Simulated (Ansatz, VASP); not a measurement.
RbLa2Cl2: VASP beside Ansatz

```xyz
5
Lattice="-2.1727 2.1727 7.8332 2.1727 -2.1727 7.8332 2.1727 2.1727 -7.8332" Properties=species:S:1:pos:R:3 pbc="T T T"
Rb    0.0000    0.0000    0.0000
La    0.0000    2.1727    3.9166
La    2.1727    0.0000    3.9166
Cl    0.0000    0.0000   10.1516
Cl    0.0000    0.0000    5.5147
```

Change from the starting cell: species swapped into the TlCu2S2 type (I4/mmm, No. 139).

Alike in both runs: task single point; functional PBE; k mesh 6 × 6 × 6; occupations gaussian, width 0.1 eV; no spin polarisation.

|  | VASP | Ansatz |
| --- | --- | --- |
| version | VASP 6.6.1 | Ansatz 0.2.0 |
| potentials or method | VASP PAW PBE potentials, release 64 (Rb_sv, La, Cl), cutoff 520 eV | scalar-relativistic, plane waves, PAW |
| valence electrons in the cell | 45 | 45 |

```csv
,VASP,Ansatz,Ansatz less VASP
gap on the k mesh at the Fermi level (eV),none,none,-
pressure (GPa),14.9,15.0,+0.08
"traceless stress, the component that is largest in VASP (GPa)",-2.45,-2.43,+0.017
rms of the force components (eV/Å),1.291,1.302,+0.0108
```

Atom by atom the forces differ by 0.011 eV/Å (rms over components). A gap of «none» marks a metal or a gap that the smearing closes.

Spin-orbit coupling is off throughout.
